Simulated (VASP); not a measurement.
A run of VASP 6.6.1 is set up as follows.

Contents of INCAR:

```
SYSTEM = PtS2
PREC = Accurate ; ENCUT = 600
EDIFF = 1E-6 ; ISMEAR = -1
SIGMA = 0.02 ; LREAL = .False.
LASPH = .True. ; NELM = 80
ALGO = Normal ; ISIF = 3
LWAVE = .False. ; LCHARG = .False.
GGA = PS ; IBRION = 2
NSW = 80 ; EDIFFG = -0.005
```

The input KPOINTS:

```
Automatic mesh
0
Gamma
  4 4 6
  0 0 0
```

POSCAR

```
PtS2
1.0
    5.4579142686      0.0000000000      0.0000000000
    0.0000000000      5.4579142686      0.0000000000
    0.0000000000      0.0000000000      3.8159519440
Pt S
2 4
Direct
    0.0000000000      0.0000000000      0.0000000000
    0.5000000000      0.5000000000      0.5000000000
    0.3096298023      0.3096298023      0.0000000000
    0.1903701977      0.8096298023      0.5000000000
    0.8096298023      0.1903701977      0.5000000000
    0.6903701977      0.6903701977      0.0000000000
```

Potentials or basis: VASP PAW PBE potentials, release 64 (Pt, S).

Launch:

```console
$ cat potpaw_PBE.64/Pt/POTCAR potpaw_PBE.64/S/POTCAR > POTCAR
$ mpirun -np 1 vasp_std > vasp.out
```

Q: Estimate the relaxed cell.

A: a = 5.369 Å, b = 5.369 Å, c = 3.785 Å, α = 90.00°, β = 90.00°, γ = 90.00°.

Q: What does it give for the space group after relaxing (to 0.05 Å)?

A: P4_2/mnm (No. 136).

The path:
| step | energy change (eV) | largest force (eV/Å) | pressure (GPa) | volume (Å³) |
| --- | --- | --- | --- | --- |
| 1 | 0.0000 | 0.0537 | -5.01 | 113.67 |
| 2 | 0.0502 | 0.2289 | 7.64 | 104.21 |
| 3 | -0.0700 | 0.0558 | -0.11 | 109.42 |
| 4 | -0.0700 | 0.0581 | 0.01 | 109.34 |
| 5 | -0.0727 | 0.0196 | 0.07 | 109.11 |
| 6 | -0.0728 | 0.0328 | 0.07 | 109.07 |
| 7 | -0.0728 | 0.0347 | 0.06 | 109.06 |
| 8 | -0.0728 | 0.0388 | 0.07 | 109.05 |
| 9 | -0.0728 | 0.0374 | 0.07 | 109.06 |
| 10 | -0.0730 | 0.0224 | -0.07 | 109.16 |
| 11 | -0.0730 | 0.0165 | -0.13 | 109.20 |
| 12 | -0.0731 | 0.0079 | 0.05 | 109.06 |
| 13 | -0.0731 | 0.0009 | -0.01 | 109.10 |

Caveat: the PAW data sets were made with another functional, which shifts forces and pressure a little.
